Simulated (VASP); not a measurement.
Input of a VASP 6.6.1 run:

File INCAR:

```
ALGO = Normal ; EDIFF = 1E-7
ENCUT = 520 ; GGA = PE
ISIF = 2 ; ISMEAR = -1
LASPH = True ; LCHARG = False
LREAL = False ; LWAVE = False
NBANDS = 13 ; NELM = 80
PREC = Accurate ; SIGMA = 0.06122561905347299
```

KPOINTS

```
k-points
0
Gamma
  25 25 25
```

File POSCAR:

```
Ru
1.0
    0.0000000000      1.9430366547      1.9430366547
    1.9430366547      0.0000000000      1.9430366547
    1.9430366547      1.9430366547      0.0000000000
Ru
1
Direct
    0.0000000000      0.0000000000      0.0000000000
```

Potentials or basis: VASP PAW PBE potentials, release 64 (Ru_pv).

Launch:

```bash
$ cat potpaw_PBE.64/Ru_pv/POTCAR > POTCAR
$ mpirun -np 1 vasp_std > vasp.out
```

Q: Estimate the pressure.

A: -15.7 GPa.

Q: Predict the band gap on the k mesh.

A: Zero (bands 7 and 8 overlap by 3.16 eV).

Caveat: the cell stands under tension.
